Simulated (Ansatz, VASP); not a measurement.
# One calculation of GaSb, two programs

```
Ga Sb
1.0
     0.00000    3.06615    3.06615
     2.75953    0.00000    3.06615
     2.75953    3.06615    0.00000
Ga Sb
1 1
Direct
  0.00000 0.00000 0.00000
  0.75000 0.75000 0.75000
```

Change from the starting cell: strain -0.1000 x Voigt [1, 0, 0, 0, 0, 0], atoms carried along.

Alike in both runs: task single point; functional r2SCAN; k mesh 10 × 10 × 10; occupations gaussian, width 0.05 eV; no spin polarisation.

```csv
,VASP,Ansatz
version,VASP 6.6.1,Ansatz 0.2.0
potentials or method,"VASP PAW PBE potentials, release 64 (Ga_d, Sb), cutoff 520 eV","scalar-relativistic, plane waves, PAW"
valence electrons in the cell,18,28
```

|  | VASP | Ansatz | Ansatz less VASP |
| --- | --- | --- | --- |
| gap on the k mesh at the Fermi level (eV) | none | none | - |
| pressure (GPa) | 7.1 | 7.0 | -0.15 |
| traceless stress, the component that is largest in VASP (GPa) | 2.66 | 2.69 | +0.031 |

VASP's potentials were made for PBE, not for r2SCAN. A gap of «none» marks a metal or a gap that the smearing closes. VASP's potentials hold 18 valence electrons a cell and Ansatz's 28, so a difference there can come from the potentials and not from the codes.

Spin-orbit coupling is off throughout.
